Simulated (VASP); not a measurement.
# AlN (I4/mmm) in VASP: single point with HSE06

Aim: the single point of AlN with HSE06.

Program: VASP 6.6.1. These are calculated values, not measurements. Logs are shortened: lines on timing, memory, paths and dates and some standing lists are left out, and cuts for length are marked.

### Step 1. The cell of the first run

It takes space group I4/mmm (No. 139, tetragonal). Conventional cell: a = 2.855 Å, b = 2.855 Å, c = 3.984 Å, α = 90.00°, β = 90.00°, γ = 90.00°. Within 2.6 Å of Al (site symmetry 4/mmm) lie 6 N at 1.99 to 2.02 Å. N (site symmetry 4/mmm) has 6 Al at 1.99 to 2.02 Å within 2.6 Å.

### Step 2. Single point, HSE06 (uniaxial z strain -1.3%)

The input, POSCAR:

```
AlN
1.0
    0.0000000000      2.0188684454      1.9920174951
    2.0188684454      0.0000000000      1.9920174951
    2.0188684454      2.0188684454      0.0000000000
Al N
1 1
Direct
    0.0000000000      0.0000000000      0.0000000000
    0.5000000000      0.5000000000      0.5000000000
```

The input, INCAR.step1:

```
  PREC = Accurate
  ENCUT = 520
  EDIFF = 1E-5
  ISMEAR = 0
  SIGMA = 0.01
  LREAL = F
  LASPH = T
  NELM = 60
  ALGO = Normal
  ISIF = 2
  LWAVE = T
  NBANDS = 11
  GGA = PE
```

The input, INCAR.step2:

```
  PREC = Accurate
  ENCUT = 520
  EDIFF = 1E-6
  ISMEAR = 0
  SIGMA = 0.01
  LREAL = F
  LASPH = T
  NELM = 60
  ALGO = Normal
  ISIF = 2
  LWAVE = F
  LCHARG = T
  GGA = PE
  LHFCALC = T
  HFSCREEN = 0.2079
  PRECFOCK = Normal
  LELF = T
  LVHAR = T
  NBANDS = 11
  ISTART = 1
```

The input, KPOINTS:

```
Automatic mesh
0
Gamma
  8 8 8
```

Potentials or basis: VASP PAW PBE potentials, release 64 (Al, N).

The run is started by

```sh
$ cat potpaw_PBE.64/Al/POTCAR potpaw_PBE.64/N/POTCAR > POTCAR
$ cp INCAR.step1 INCAR
$ mpirun -np 1 vasp_std > vasp.out
$ cp INCAR.step2 INCAR
$ mpirun -np 1 vasp_std > vasp.out
```

OUTCAR:

```text
PREC = Accurate
   ENCUT = 520
   EDIFF = 1E-6
   ISMEAR = 0
   LREAL = F
   LASPH = T
   NELM = 60
   ISIF = 2
   GGA = PE
   LHFCALC = T
   HFSCREEN = 0.2079
   PRECFOCK = Normal
   ISTART = 1

 ion  position               nearest neighbor table
   1  0.000  0.000  0.000-   2 1.99   2 1.99   2 2.02   2 2.02   2 2.02   2 2.02
   2  0.500  0.500  0.500-   1 1.99   1 1.99   1 2.02   1 2.02   1 2.02   1 2.02

  LATTYP: Found a body centered tetragonal cell.
 ALAT       =     2.8551111361
 C/A-ratio  =     1.3954045220

  Lattice vectors:

 A1 = (   0.0000000000,  -2.0188684454,  -1.9920174951)
 A2 = (   0.0000000000,   2.0188684454,  -1.9920174951)
 A3 = (   2.0188684454,   0.0000000000,   1.9920174951)

Analysis of symmetry for initial positions (statically):
=====================================================================
 Subroutine PRICEL returns:
 Original cell was already a primitive cell.

 Routine SETGRP: Setting up the symmetry group for a
 body centered tetragonal supercell.

 Subroutine GETGRP returns: Found 16 space group operations
 (whereof 16 operations were pure point group operations)
 out of a pool of 16 trial point group operations.

The static configuration has the point symmetry D_4h.

Analysis of symmetry for dynamics (positions and initial velocities):
=====================================================================
 Subroutine PRICEL returns:
 Original cell was already a primitive cell.

 Routine SETGRP: Setting up the symmetry group for a
 body centered tetragonal supercell.

 Subroutine GETGRP returns: Found 16 space group operations
 (whereof 16 operations were pure point group operations)
 out of a pool of 16 trial point group operations.

The dynamic configuration has the point symmetry D_4h.

 Subroutine INISYM returns: Found 16 space group operations
 (whereof 16 operations are pure point group operations),
 and found     1 'primitive' translations

----------------------------------------------------------------------------------------

                                     Primitive cell

  volume of cell :      16.2382

  direct lattice vectors                    reciprocal lattice vectors
     0.000000000  2.018868445  1.992017495    -0.247663488  0.247663488  0.251001812
     2.018868445  0.000000000  1.992017495     0.247663488 -0.247663488  0.251001812
     2.018868445  2.018868445  0.000000000     0.247663488  0.247663488 -0.251001812

  length of vectors
     2.836188199  2.836188199  2.855111136     0.430901747  0.430901747  0.430901747

  position of ions in fractional coordinates (direct lattice)
     0.000000000  0.000000000  0.000000000
     0.500000000  0.500000000  0.500000000

  ion indices of the primitive-cell ions
   primitive index   ion index
                 1           1
                 2           2

----------------------------------------------------------------------------------------

 KPOINTS: Automatic mesh

Automatic generation of k-mesh.
 Grid dimensions read from file:
 generate k-points for:    8    8    8

 Generating k-lattice:

  Cartesian coordinates                     Fractional coordinates (reciprocal lattice)
    -0.030957936  0.030957936  0.031375226     0.125000000 -0.000000000  0.000000000
     0.030957936 -0.030957936  0.031375226    -0.000000000  0.125000000  0.000000000
     0.030957936  0.030957936 -0.031375226     0.000000000  0.000000000  0.125000000

  Length of vectors
     0.053862718  0.053862718  0.053862718

  Shift w.r.t. Gamma in fractional coordinates (k-lattice)
     0.000000000  0.000000000  0.000000000

 Subroutine IBZKPT returns following result:
 ===========================================

 Found     59 irreducible k-points:

 Following reciprocal coordinates:
            Coordinates               Weight
  0.000000  0.000000  0.000000      1.000000
  0.125000 -0.000000  0.000000      8.000000
  0.250000 -0.000000  0.000000      8.000000
  0.375000 -0.000000  0.000000      8.000000
  0.500000 -0.000000  0.000000      4.000000
  0.125000  0.125000  0.000000      2.000000
[... 16 lines left out ...]
  0.250000 -0.000000  0.125000     16.000000
  0.375000  0.000000  0.125000     16.000000
 [... further k-points ...]
   k-points           NKPTS =     59   k-points in BZ     NKDIM =    512   number of bands    NBANDS=     11
   number of dos      NEDOS =    301   number of ions     NIONS =      2
   total plane-waves  NPLWV =  13824
   dimension x,y,z NGX =    24 NGY =   24 NGZ =   24
   dimension x,y,z NGXF=    48 NGYF=   48 NGZF=   48
   ions per type =               1   1
   NGX,Y,Z   is equivalent  to a cutoff of  14.07, 14.07, 13.97 a.u.
   NGXF,Y,Z  is equivalent  to a cutoff of  28.14, 28.14, 27.95 a.u.
 SYSTEM =  unknown system
   PREC   = accura    normal or accurate (medium, high low for compatibility)
   ISTART =      1    job   : 0-new  1-cont  2-samecut
   ICHARG =      0    charge: 1-file 2-atom 10-const
   ISPIN  =      1    spin polarized calculation?
   LNONCOLLINEAR =      F non collinear calculations
   LSORBIT =      F    spin-orbit coupling
   LASPH  =      T    aspherical Exc in radial PAW
   ENCUT  =  520.0 eV  38.22 Ry    6.18 a.u.   5.27  5.27  5.31*2*pi/ulx,y,z
   NELM   =     60;   NELMIN=  2; NELMDL=  0     # of ELM steps
   EDIFF  = 0.1E-05   stopping-criterion for ELM
   LREAL  =      F    real-space projection
   EDIFFG = 0.1E-04   stopping-criterion for IOM
   NSW    =      0    number of steps for IOM
   IBRION =     -1    ionic relax: 0-MD 1-quasi-New 2-CG
   NFREE  =      0    steps in history (QN), initial steepest desc. (CG)
   ISIF   =      2    stress and relaxation
   ISYM   =      3    0-nonsym 1-usesym 2-fastsym
   POTIM  = 0.5000    time-step for ionic-motion
   TEBEG  =    0.0;   TEEND  =   0.0 temperature during run
   PSTRESS=    0.0 pullay stress
   NELECT =       8.0000    total number of electrons
   NUPDOWN=      -1.0000    fix difference up-down
   EMIN   =  10.00;   EMAX   =-10.00  energy-range for DOS
   EFERMI =   0.00;   METHOD = LEGACY
   ISMEAR =     0;   SIGMA  =   0.01  broadening in eV -4-tet -1-fermi 0-gaus
   EFERMI_NEDOS =   21; number of points for ismear=-14 and -15
   IALGO  =     38    algorithm
   IMIX   =      1    mixing-type and parameters
     AMIX     =   0.40;   BMIX     =  1.00
     AMIX_MAG =   1.60;   BMIX_MAG =  1.00
  volume/ion in A,a.u.               =       8.12        54.79
  Fermi-wavevector in a.u.,A,eV,Ry     =   1.292980  2.443378 22.746179  1.671797
  Thomas-Fermi vector in A             =   2.424654
   LORBIT       =      0    0 simple, 1 ext, 2 COOP (PROOUT), +10 PAW based schemes
   GGA     = PE    functional components
   LHFCALC =     T    Hartree Fock is set to
   PRECFOCK=normal    Normal, Fast or Accurate (Low or Medium for compatibility)
   ENCUT4O =  -1.0   cutoff for four orbital integrals eV
   NKREDX  =     1    reduce k-point grid by
   NKREDY  =     1    reduce k-point grid by
   NKREDZ  =     1    reduce k-point grid by
   AEXX    =    0.2500 exact exchange contribution
   HFSCREEN=    0.2079 screening length (either q_TF or 0.3 A-1)
   HFSCREENC=   0.2079 screening length for correlation (either q_TF or 0.3 A-1)
   ENCUTFOCK=  -1.0 apply spherical cutoff to Coloumb kernel
   IVDW    =     0    specifies the selected vdW correction
   LEPSILON=     F    determine dielectric tensor
   LRPA    =     F    only Hartree local field effects (RPA)
 non-spin polarized calculation
 Gauss-broadening in eV      SIGMA  =   0.01
  energy-cutoff  :      520.00
  volume of cell :       16.24
 maximum number of plane-waves:       447
 NGX is ok and might be reduce to    24
  NGX = 16; NGY = 16; NGZ = 16

 number of electron       7.9999999 magnetization

 Free energy of the ion-electron system (eV)
  ---------------------------------------------------
  ext. energy  EPLUGINS =         0.00000000
  ---------------------------------------------------
  free energy    TOTEN  =       -17.13117649 eV

  energy without entropy =      -17.13117649  energy(sigma->0) =      -17.13117649

 E-fermi :   9.5594     XC(G=0): -10.1197

 val. band max:        9.3656465725   @ k =   0.0000   0.0000   0.0000
 cond. band min:      15.3959303701   @ k =   0.5000   0.5000   0.0000
 fundamental gap:      6.0302837976
 Fermi energy:         9.5593936968

 k-point     1 :       0.0000    0.0000    0.0000
  band No.  band energies     occupation
      1     -10.0610      2.00000
      2       9.2483      2.00000
      3       9.3656      2.00000
      4       9.3656      2.00000
      5      16.7984      0.00000
      6      23.1390      0.00000
      7      23.1390      0.00000
      8      23.3240      0.00000
      9      28.4355      0.00000
     10      28.9452      0.00000
     11      29.4165      0.00000

 k-point     2 :       0.1250   -0.0000    0.0000
  band No.  band energies     occupation
      1      -9.7125      2.00000
      2       7.7171      2.00000
      3       9.0966      2.00000
      4       9.1485      2.00000
      5      17.6772      0.00000
      6      22.0208      0.00000
      7      23.5909      0.00000
      8      23.7384      0.00000
      9      27.0784      0.00000
     10      27.4169      0.00000
     11      29.7423      0.00000

 k-point     3 :       0.2500   -0.0000    0.0000
  band No.  band energies     occupation
      1      -8.7215      2.00000
      2       4.5842      2.00000
      3       8.6732      2.00000
      4       8.6771      2.00000
      5      17.8736      0.00000
      6      22.4577      0.00000
      7      23.3027      0.00000
      8      23.6147      0.00000
      9      27.5249      0.00000
     10      27.5890      0.00000
     11      28.7523      0.00000
[... 267 lines left out ...]
 k-point    23 :       0.2500   -0.0000    0.1250
  band No.  band energies     occupation
      1      -8.8311      2.00000
      2       5.5790      2.00000
      3       8.1624      2.00000
      4       8.2817      2.00000
      5      18.8471      0.00000
      6      20.4906      0.00000
      7      22.5627      0.00000
      8      24.8019      0.00000
      9      25.9331      0.00000
     10      29.5382      0.00000
     11      31.1549      0.00000

 k-point    24 :       0.3750    0.0000    0.1250
  band No.  band energies     occupation
      1      -7.5662      2.00000
      2       2.6969      2.00000
      3       7.5519      2.00000
      4       7.8274      2.00000
      5      18.2870      0.00000
      6      21.2172      0.00000
      7      22.5991      0.00000
      8      23.9370      0.00000
      9      28.0284      0.00000
     10      30.4899      0.00000
     11      31.4702      0.00000

 [... further k-points ...]

------------------------ aborting loop because EDIFF is reached ----------------------------------------

  FORCE on cell =-STRESS in cart. coord.  units (eV):
  Direction    XX          YY          ZZ          XY          YZ          ZX
  --------------------------------------------------------------------------------------
  -------------------------------------------------------------------------------------
  Total        0.1020321      0.1020321      0.5307844      0.0000000      0.0000000      0.0000000
  in kB       10.0671886     10.0671886     52.3708388      0.0000000      0.0000000      0.0000000
  external PRESSURE =      24.1684053 kB  Pullay stress =       0.0000000 kB

 VOLUME and BASIS-vectors are now :
 -----------------------------------------------------------------------------
  energy-cutoff  :      520.00
  volume of cell :       16.24
      direct lattice vectors                 reciprocal lattice vectors
     0.000000000  2.018868445  1.992017495    -0.247663488  0.247663488  0.251001812
     2.018868445  0.000000000  1.992017495     0.247663488 -0.247663488  0.251001812
     2.018868445  2.018868445  0.000000000     0.247663488  0.247663488 -0.251001812

 POSITION                                       TOTAL-FORCE (eV/Angst)
 -----------------------------------------------------------------------------------
      0.00000      0.00000      0.00000        -0.000000      0.000000      0.000000
      2.01887      2.01887      1.99202         0.000000     -0.000000     -0.000000
 -----------------------------------------------------------------------------------
    total drift:                                0.000000     -0.000001      0.000001

  FREE ENERGIE OF THE ION-ELECTRON SYSTEM (eV)
  ---------------------------------------------------
  free  energy   TOTEN  =       -17.1311764921 eV

  energy  without entropy=      -17.1311764921  energy(sigma->0) =      -17.13117649
```

It took 26 min on 1 thread of AMD EPYC 7R13 (Zen 3), shared host; peak memory 0.23 GiB.

What came out:

```
Free energy            : -17.1312 eV
Pressure               : 2.4 GPa
Band gap on the k mesh : 6.03 eV (least direct gap 7.43 eV)
```

Stress tensor (GPa, compression positive):
```
1.01 0.00 0.00
0.00 1.01 0.00
0.00 0.00 5.24
```

Caveat: the cell differs from its parent crystal (uniaxial z strain -1.3%); the structure was generated, so it needn't be the stable form of AlN; the PAW data sets were made with another functional, which shifts forces and pressure a little. A k mesh can miss the band edges.
